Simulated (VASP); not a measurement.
# Bi (Im-3m) in VASP: a series of runs

The runs below take Bi through single point, relaxation of cell and atoms, with LDA.

All numbers are computed with VASP 6.6.1; they aren't measurements. Logs are shortened: lines on timing, memory, paths and dates and some standing lists are left out, and cuts for length are marked.

### Step 1. The cell of the first run

It takes space group Im-3m (No. 229, cubic). Conventional cell: a = 3.644 Å, b = 3.644 Å, c = 3.644 Å, α = 90.00°, β = 90.00°, γ = 90.00°. Bi (site symmetry m-3m) has 14 Bi at 3.16 to 3.64 Å within 4.2 Å.

### Step 2. Single point, LDA

The input, INCAR:

```
SYSTEM = Bi
ALGO = Normal ; EDIFF = 1E-7
ENCUT = 520 ; GGA = CA
ISIF = 2 ; ISMEAR = -1
LASPH = .True. ; LCHARG = .False.
LREAL = .False. ; LWAVE = .False.
NBANDS = 14 ; NELM = 60
PREC = Accurate ; SIGMA = 0.08
```

The input, KPOINTS:

```
k-points
0
Gamma
  14 14 14
  0 0 0
```

The input, POSCAR:

```
Bi
1.0
   -1.8218554906      1.8218554906      1.8218554906
    1.8218554906     -1.8218554906      1.8218554906
    1.8218554906      1.8218554906     -1.8218554906
Bi
1
Direct
    0.0000000000      0.0000000000      0.0000000000
```

Potentials or basis: VASP PAW LDA potentials, release 64 (Bi_d).

On the command line:

```bash
$ cat potpaw_LDA.64/Bi_d/POTCAR > POTCAR
$ mpirun -np 1 vasp_std > vasp.out
```

OUTCAR:

```text
SYSTEM = Bi
   EDIFF = 1E-7
   ENCUT = 520
   GGA = CA
   ISIF = 2
   ISMEAR = -1
   LASPH = .True.
   LREAL = .False.
   NELM = 60
   PREC = Accurate

 ion  position               nearest neighbor table
   1  0.000  0.000  0.000-

  LATTYP: Found a body centered cubic cell.
 ALAT       =     3.6437109812

  Lattice vectors:

 A1 = (  -1.8218554906,   1.8218554906,   1.8218554906)
 A2 = (   1.8218554906,  -1.8218554906,   1.8218554906)
 A3 = (   1.8218554906,   1.8218554906,  -1.8218554906)

Analysis of symmetry for initial positions (statically):
=====================================================================
 Subroutine PRICEL returns:
 Original cell was already a primitive cell.

 Routine SETGRP: Setting up the symmetry group for a
 body centered cubic supercell.

 Subroutine GETGRP returns: Found 48 space group operations
 (whereof 48 operations were pure point group operations)
 out of a pool of 48 trial point group operations.

The static configuration has the point symmetry O_h .

Analysis of symmetry for dynamics (positions and initial velocities):
=====================================================================
 Subroutine PRICEL returns:
 Original cell was already a primitive cell.

 Routine SETGRP: Setting up the symmetry group for a
 body centered cubic supercell.

 Subroutine GETGRP returns: Found 48 space group operations
 (whereof 48 operations were pure point group operations)
 out of a pool of 48 trial point group operations.

The dynamic configuration has the point symmetry O_h .

 Subroutine INISYM returns: Found 48 space group operations
 (whereof 48 operations are pure point group operations),
 and found     1 'primitive' translations

----------------------------------------------------------------------------------------

                                     Primitive cell

  volume of cell :      24.1881

  direct lattice vectors                    reciprocal lattice vectors
    -1.821855491  1.821855491  1.821855491     0.000000000  0.274445477  0.274445477
     1.821855491 -1.821855491  1.821855491     0.274445477  0.000000000  0.274445477
     1.821855491  1.821855491 -1.821855491     0.274445477  0.274445477  0.000000000

  length of vectors
     3.155546274  3.155546274  3.155546274     0.388124516  0.388124516  0.388124516

  position of ions in fractional coordinates (direct lattice)
     0.000000000  0.000000000  0.000000000

  ion indices of the primitive-cell ions
   primitive index   ion index
                 1           1

----------------------------------------------------------------------------------------

 KPOINTS: k-points

Automatic generation of k-mesh.
 Grid dimensions read from file:
 generate k-points for:   14   14   14

 Generating k-lattice:

  Cartesian coordinates                     Fractional coordinates (reciprocal lattice)
     0.000000000  0.019603248  0.019603248     0.071428571  0.000000000  0.000000000
     0.019603248  0.000000000  0.019603248     0.000000000  0.071428571  0.000000000
     0.019603248  0.019603248  0.000000000     0.000000000  0.000000000  0.071428571

  Length of vectors
     0.027723180  0.027723180  0.027723180

  Shift w.r.t. Gamma in fractional coordinates (k-lattice)
     0.000000000  0.000000000  0.000000000

 Subroutine IBZKPT returns following result:
 ===========================================

 Found    104 irreducible k-points:

 Following reciprocal coordinates:
            Coordinates               Weight
  0.000000  0.000000  0.000000      1.000000
  0.071429  0.000000  0.000000     12.000000
  0.142857  0.000000  0.000000     12.000000
  0.214286  0.000000  0.000000     12.000000
  0.285714  0.000000  0.000000     12.000000
  0.357143  0.000000  0.000000     12.000000
[... 16 lines left out ...]
  0.285714  0.285714  0.000000     24.000000
  0.357143  0.285714  0.000000     24.000000
 [... further k-points ...]
   k-points           NKPTS =    104   k-points in BZ     NKDIM =    104   number of bands    NBANDS=     14
   number of dos      NEDOS =    301   number of ions     NIONS =      1
   total plane-waves  NPLWV =  13824
   dimension x,y,z NGX =    24 NGY =   24 NGZ =   24
   dimension x,y,z NGXF=    48 NGYF=   48 NGZF=   48
   ions per type =               1
   NGX,Y,Z   is equivalent  to a cutoff of  12.64, 12.64, 12.64 a.u.
   NGXF,Y,Z  is equivalent  to a cutoff of  25.29, 25.29, 25.29 a.u.
 SYSTEM =  Bi
   PREC   = accura    normal or accurate (medium, high low for compatibility)
   ISTART =      0    job   : 0-new  1-cont  2-samecut
   ICHARG =      2    charge: 1-file 2-atom 10-const
   ISPIN  =      1    spin polarized calculation?
   LNONCOLLINEAR =      F non collinear calculations
   LSORBIT =      F    spin-orbit coupling
   LASPH  =      T    aspherical Exc in radial PAW
   ENCUT  =  520.0 eV  38.22 Ry    6.18 a.u.   5.87  5.87  5.87*2*pi/ulx,y,z
   NELM   =     60;   NELMIN=  2; NELMDL= -5     # of ELM steps
   EDIFF  = 0.1E-06   stopping-criterion for ELM
   LREAL  =      F    real-space projection
   EDIFFG = 0.1E-05   stopping-criterion for IOM
   NSW    =      0    number of steps for IOM
   IBRION =     -1    ionic relax: 0-MD 1-quasi-New 2-CG
   NFREE  =      0    steps in history (QN), initial steepest desc. (CG)
   ISIF   =      2    stress and relaxation
   ISYM   =      2    0-nonsym 1-usesym 2-fastsym
   POTIM  = 0.5000    time-step for ionic-motion
   TEBEG  =    0.0;   TEEND  =   0.0 temperature during run
   PSTRESS=    0.0 pullay stress
   NELECT =      15.0000    total number of electrons
   NUPDOWN=      -1.0000    fix difference up-down
   EMIN   =  10.00;   EMAX   =-10.00  energy-range for DOS
   EFERMI =   0.00;   METHOD = LEGACY
   ISMEAR =    -1;   SIGMA  =   0.08  broadening in eV -4-tet -1-fermi 0-gaus
   EFERMI_NEDOS =   21; number of points for ismear=-14 and -15
   IALGO  =     38    algorithm
   IMIX   =      4    mixing-type and parameters
     AMIX     =   0.40;   BMIX     =  1.00
     AMIX_MAG =   1.60;   BMIX_MAG =  1.00
  volume/ion in A,a.u.               =      24.19       163.23
  Fermi-wavevector in a.u.,A,eV,Ry     =   1.396062  2.638174 26.517601  1.948989
  Thomas-Fermi vector in A             =   2.519453
   LORBIT       =      0    0 simple, 1 ext, 2 COOP (PROOUT), +10 PAW based schemes
   GGA     = CA    functional components
   LHFCALC =     F    Hartree Fock is set to
   AEXX    =    0.0000 exact exchange contribution
   IVDW    =     0    specifies the selected vdW correction
   LEPSILON=     F    determine dielectric tensor
   LRPA    =     F    only Hartree local field effects (RPA)
 non-spin polarized calculation
  energy-cutoff  :      520.00
  volume of cell :       24.19
 maximum number of plane-waves:       682
   NGX = 11   NGY = 11   NGZ = 11

 number of electron      15.0000008 magnetization

 Free energy of the ion-electron system (eV)
  ---------------------------------------------------
  ext. energy  EPLUGINS =         0.00000000
  ---------------------------------------------------
  free energy    TOTEN  =        -4.21111178 eV

  energy without entropy =       -4.20229026  energy(sigma->0) =       -4.20670102

 E-fermi :  11.2522     XC(G=0): -11.7835

 val. band max:       11.1977687132   @ k =   0.3571   0.1429  -0.0000
 cond. band min:      11.2660872010   @ k =  -0.3571   0.3571   0.2857
 fundamental gap:      0.0683184878
 Fermi energy:        11.2521550287

 k-point     1 :       0.0000    0.0000    0.0000
  band No.  band energies     occupation
      1     -12.0622      2.00000
      2     -12.0622      2.00000
      3     -12.0622      2.00000
      4     -11.7721      2.00000
      5     -11.7721      2.00000
      6      -4.3673      2.00000
      7      18.3732      0.00000
      8      18.3732      0.00000
      9      18.3732      0.00000
     10      21.6776      0.00000
     11      21.6776      0.00000
     12      21.6776      0.00000
     13      24.2914      0.00000
     14      24.8130      0.00000

 k-point     2 :       0.0714    0.0000    0.0000
  band No.  band energies     occupation
      1     -12.0672      2.00000
      2     -12.0556      2.00000
      3     -12.0399      2.00000
      4     -11.7778      2.00000
      5     -11.7727      2.00000
      6      -4.2433      2.00000
      7      17.1271      0.00000
      8      17.9287      0.00000
      9      18.1907      0.00000
     10      21.0544      0.00000
     11      21.4531      0.00000
     12      21.5976      0.00000
     13      24.7125      0.00000
     14      25.2234      0.00000

 k-point     3 :       0.1429    0.0000    0.0000
  band No.  band energies     occupation
      1     -12.0810      2.00000
      2     -12.0391      2.00000
      3     -11.9767      2.00000
      4     -11.7920      2.00000
      5     -11.7743      2.00000
      6      -3.8710      2.00000
      7      14.6531      0.00000
      8      16.9205      0.00000
      9      17.6677      0.00000
     10      20.2166      0.00000
     11      20.9921      0.00000
     12      21.6795      0.00000
     13      24.9178      0.00000
     14      26.2350      0.00000
[... 324 lines left out ...]
 k-point    23 :       0.2857    0.2857    0.0000
  band No.  band energies     occupation
      1     -12.0999      2.00000
      2     -11.9293      2.00000
      3     -11.8378      2.00000
      4     -11.7843      2.00000
      5     -11.6964      2.00000
      6       0.7017      2.00000
      7       6.3478      2.00000
      8       8.2792      2.00000
      9      14.1610      0.00000
     10      21.5155      0.00000
     11      22.0217      0.00000
     12      24.3999      0.00000
     13      27.5374      0.00000
     14      27.8155      0.00000

 k-point    24 :       0.3571    0.2857    0.0000
  band No.  band energies     occupation
      1     -12.0984      2.00000
      2     -11.9071      2.00000
      3     -11.8537      2.00000
      4     -11.7641      2.00000
      5     -11.7140      2.00000
      6       1.0668      2.00000
      7       6.2545      2.00000
      8       7.6430      2.00000
      9      14.0671      0.00000
     10      21.6087      0.00000
     11      22.8608      0.00000
     12      23.2508      0.00000
     13      27.5412      0.00000
     14      29.7899      0.00000

 [... further k-points ...]

------------------------ aborting loop because EDIFF is reached ----------------------------------------

  FORCE on cell =-STRESS in cart. coord.  units (eV):
  Direction    XX          YY          ZZ          XY          YZ          ZX
  --------------------------------------------------------------------------------------
  -------------------------------------------------------------------------------------
  Total        2.9063948      2.9063948      2.9063948     -0.0000000     -0.0000000     -0.0000000
  in kB      192.5144881    192.5144881    192.5144881     -0.0000000     -0.0000000     -0.0000000
  external PRESSURE =     192.5144881 kB  Pullay stress =       0.0000000 kB

 VOLUME and BASIS-vectors are now :
 -----------------------------------------------------------------------------
  energy-cutoff  :      520.00
  volume of cell :       24.19
      direct lattice vectors                 reciprocal lattice vectors
    -1.821855491  1.821855491  1.821855491     0.000000000  0.274445477  0.274445477
     1.821855491 -1.821855491  1.821855491     0.274445477  0.000000000  0.274445477
     1.821855491  1.821855491 -1.821855491     0.274445477  0.274445477  0.000000000

 POSITION                                       TOTAL-FORCE (eV/Angst)
 -----------------------------------------------------------------------------------
      0.00000      0.00000      0.00000        -0.000000     -0.000000     -0.000000
 -----------------------------------------------------------------------------------
    total drift:                               -0.000000      0.000000      0.000000

  FREE ENERGIE OF THE ION-ELECTRON SYSTEM (eV)
  ---------------------------------------------------
  free  energy   TOTEN  =        -4.2111117823 eV

  energy  without entropy=       -4.2022902564  energy(sigma->0) =       -4.20670102
```

It took 22 s on 1 thread of AMD EPYC 7R43 (Zen 3), shared host; peak memory 0.12 GiB.

Results:

| Quantity | Value |
| --- | --- |
| Free energy | -4.2111 eV |
| Pressure | 19.3 GPa |

Caveat: spin-orbit coupling is left out, which moves the levels of the heavy elements.

### Step 3. Single point, LDA

The input, INCAR:

```
SYSTEM = Bi
PREC = Accurate
ENCUT = 520
EDIFF = 1E-6
ISMEAR = -1
SIGMA = 0.08
LREAL = .False.
LASPH = .True.
NELM = 60
ALGO = Normal
ISIF = 2
LWAVE = .False.
LCHARG = .True.
GGA = CA
LELF = .True.
LVHAR = .True.
NBANDS = 14
```

The input, KPOINTS:

```
Automatic mesh
0
Gamma
  14 14 14
  0 0 0
```

The input, POSCAR:

```
Bi
1.0
   -1.8219860825      1.8219860825      1.8219860825
    1.8219860825     -1.8219860825      1.8219860825
    1.8219860825      1.8219860825     -1.8219860825
Bi
1
Direct
    0.0000000000      0.0000000000      0.0000000000
```

Potentials or basis: VASP PAW LDA potentials, release 64 (Bi_d).

On the command line:

```bash
$ cat potpaw_LDA.64/Bi_d/POTCAR > POTCAR
$ mpirun -np 1 vasp_std > vasp.out
```

Run time: 22 s. Hardware: 1 thread of AMD EPYC 7R43 (Zen 3), shared host; peak memory 0.11 GiB.

Results (log left out):

- Free energy: -4.2117 eV
- Pressure: 19.2 GPa

Levels at points of the mesh, in eV from the Fermi level:
```
           k point  band 5  band 6  band 7  band 8  band 9  band 10  band 11  band 12
(0.00, 0.00, 0.00)  -23.02  -15.62    7.12    7.12    7.12    10.43    10.43    10.43
(0.50, 0.00, 0.00)  -22.84  -10.91   -6.73    2.04    4.02     7.13     8.40    14.08
(0.50, 0.50, 0.50)  -22.89   -7.45   -2.47   -2.47   -2.47     3.39     3.39    15.93
```

Caveat: spin-orbit coupling is left out, which moves the levels of the heavy elements.

### Step 4. Relaxation of cell and atoms, LDA, target pressure 19 GPa, at which the enthalpy is minimised

The input, INCAR:

```
SYSTEM = Bi
ALGO     = Normal         ! electronic algorithm
EDIFF    = 1E-6           ! SCF threshold, eV
EDIFFG   = -0.005         ! ionic threshold
ENCUT    = 600            ! plane-wave cutoff, eV
GGA      = CA             ! functional
IBRION   = 2              ! ionic algorithm
ISIF     = 3              ! what is computed and relaxed
ISMEAR   = -1             ! smearing method
LASPH    = .True.         ! aspherical terms in the spheres
LCHARG   = .False.        ! write CHGCAR
LREAL    = .False.        ! projectors in reciprocal space
LWAVE    = .False.        ! write WAVECAR
NELM     = 60             ! most SCF steps
NSW      = 32             ! ionic steps
PREC     = Accurate       ! precision mode
PSTRESS  = 190.0        
SIGMA    = 0.08           ! smearing width, eV
```

The input, KPOINTS:

```
k-points
0
Gamma
  14 14 14
  0 0 0
```

The input, POSCAR:

```
Bi
1.0
   -1.8218554906      1.8218554906      1.8218554906
    1.8218554906     -1.8218554906      1.8218554906
    1.8218554906      1.8218554906     -1.8218554906
Bi
1
Direct
    0.0000000000      0.0000000000      0.0000000000
```

Potentials or basis: VASP PAW LDA potentials, release 64 (Bi_d).

On the command line:

```bash
$ cat potpaw_LDA.64/Bi_d/POTCAR > POTCAR
$ mpirun -np 1 vasp_std > vasp.out
```

OUTCAR:

```text
SYSTEM = Bi
   EDIFF = 1E-6
   EDIFFG = -0.005
   ENCUT = 600
   GGA = CA
   IBRION = 2
   ISIF = 3
   ISMEAR = -1
   LASPH = .True.
   LREAL = .False.
   NELM = 60
   NSW = 32
   PREC = Accurate
   PSTRESS = 190.0

 ion  position               nearest neighbor table
   1  0.000  0.000  0.000-

  LATTYP: Found a body centered cubic cell.
 ALAT       =     3.6437109812

  Lattice vectors:

 A1 = (  -1.8218554906,   1.8218554906,   1.8218554906)
 A2 = (   1.8218554906,  -1.8218554906,   1.8218554906)
 A3 = (   1.8218554906,   1.8218554906,  -1.8218554906)

Analysis of symmetry for initial positions (statically):
=====================================================================
 Subroutine PRICEL returns:
 Original cell was already a primitive cell.

 Routine SETGRP: Setting up the symmetry group for a
 body centered cubic supercell.
[... 258 lines left out ...]
  band No.  band energies     occupation
      1     -12.0932      2.00000
      2     -12.0932      2.00000
      3     -12.0932      2.00000
      4     -11.8050      2.00000
      5     -11.8050      2.00000
      6      -4.3814      2.00000
      7      18.3166      0.00000
      8      18.3166      0.00000
      9      18.3166      0.00000
     10      21.6446      0.00000
     11      21.6446      0.00000
[... 309 lines left out ...]
 k-point    24 :       0.3571    0.2857    0.0000
  band No.  band energies     occupation
      1     -12.1289      2.00000
      2     -11.9389      2.00000
      3     -11.8860      2.00000
      4     -11.7970      2.00000
      5     -11.7473      2.00000
      6       1.0328      2.00000
      7       6.2312      2.00000
      8       7.6164      2.00000
      9      14.0274      0.00000
     10      21.5574      0.00000
     11      22.8128      0.00000

 [... further k-points ...]

------------------------ aborting loop because EDIFF is reached ----------------------------------------

  FORCE on cell =-STRESS in cart. coord.  units (eV):
  Direction    XX          YY          ZZ          XY          YZ          ZX
  --------------------------------------------------------------------------------------
  -------------------------------------------------------------------------------------
  Total        2.8744952      2.8744952      2.8744952      0.0000000     -0.0000000      0.0000000
  in kB      189.9798270    189.9798270    189.9798270      0.0000000     -0.0000000      0.0000000
  external PRESSURE =      -0.0201730 kB  Pullay stress =     190.0000000 kB
[... 20 lines left out ...]
  energy  without entropy=       -4.2087080497  energy(sigma->0) =       -4.21315509

  enthalpy is  TOTEN    =        -1.3428016880 eV   P V=        2.8748004381

 reached required accuracy - stopping structural energy minimisation
```

CONTCAR:

```text
Bi
   1.00000000000000
    -1.8232024572347914    1.8232024572347914    1.8232024572347914
     1.8232024572347914   -1.8232024572347914    1.8232024572347914
     1.8232024572347914    1.8232024572347914   -1.8232024572347914
  Bi
     1
Direct
     0.0000000000000000    0.0000000000000000    0.0000000000000000

  0.00000000E+00  0.00000000E+00  0.00000000E+00
```

Run time: 95 s. Hardware: 1 thread of AMD EPYC 7R43 (Zen 3), shared host; peak memory 0.13 GiB.

What came out:

| Property | Result |
| --- | --- |
| Free energy | -4.2176 eV |
| Relaxed volume | 24.24 Å³/atom |
| Relaxed cell | a = 3.158 Å, b = 3.158 Å, c = 3.158 Å, α = 109.47°, β = 109.47°, γ = 109.47° |
| Space group after relaxing (to 0.05 Å) | Im-3m (No. 229) |
| Energy change on relaxing (the enthalpy is what falls) | -6.4 meV/atom |
| Ionic steps | 3 |
| Pressure after relaxing | 19.0 GPa |

The path:
| step | energy change (eV) | largest force (eV/Å) | pressure (GPa) | volume (Å³) |
| --- | --- | --- | --- | --- |
| 1 | 0.0000 | 0.0000 | 19.33 | 24.19 |
| 2 | -0.0207 | 0.0000 | 18.27 | 24.36 |
| 3 | -0.0064 | 0.0000 | 19.00 | 24.24 |

Final structure:
```
CELL_PARAMETERS angstrom
-1.82320 1.82320 1.82320
1.82320 -1.82320 1.82320
1.82320 1.82320 -1.82320
ATOMIC_POSITIONS crystal
Bi 0.00000 0.00000 0.00000
```

Caveat: the cell is relaxed towards a set pressure, so the enthalpy falls and the energy may rise; spin-orbit coupling is left out, which moves the levels of the heavy elements.

(Continued in part 2 of 2.)
